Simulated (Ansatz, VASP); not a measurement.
**One calculation of HfO2, two programs**

```
Hf O
1.0
     0.00000    2.55750    2.55750
     2.55750    0.00000    2.55750
     2.55750    2.55750    0.00000
Hf O
1 2
Direct
  0.00000 0.00000 0.00000
  0.25000 0.25000 0.25000
  0.75000 0.75000 0.75000
```

Alike in both runs: task single point; functional PBE; k mesh 12 × 12 × 12; occupations gaussian, width 0.05 eV; no spin polarisation.

|  | VASP | Ansatz |
| --- | --- | --- |
| version | VASP 6.6.1 | Ansatz 0.2.0 |
| potentials or method | VASP PAW PBE potentials, release 64 (Hf_pv, O), cutoff 520 eV | scalar-relativistic, plane waves, PAW |
| valence electrons in the cell | 22 | 38 |

```csv
,VASP,Ansatz,Ansatz less VASP
gap on the k mesh at the Fermi level (eV),3.73,3.72,-0.009
least direct gap on the mesh (eV),3.73,3.72,-0.009
pressure (GPa),-6.0,-2.5,+3.54
```

VASP's potentials hold 22 valence electrons a cell and Ansatz's 38, so a difference there can come from the potentials and not from the codes.

Neither program's run includes spin-orbit coupling.
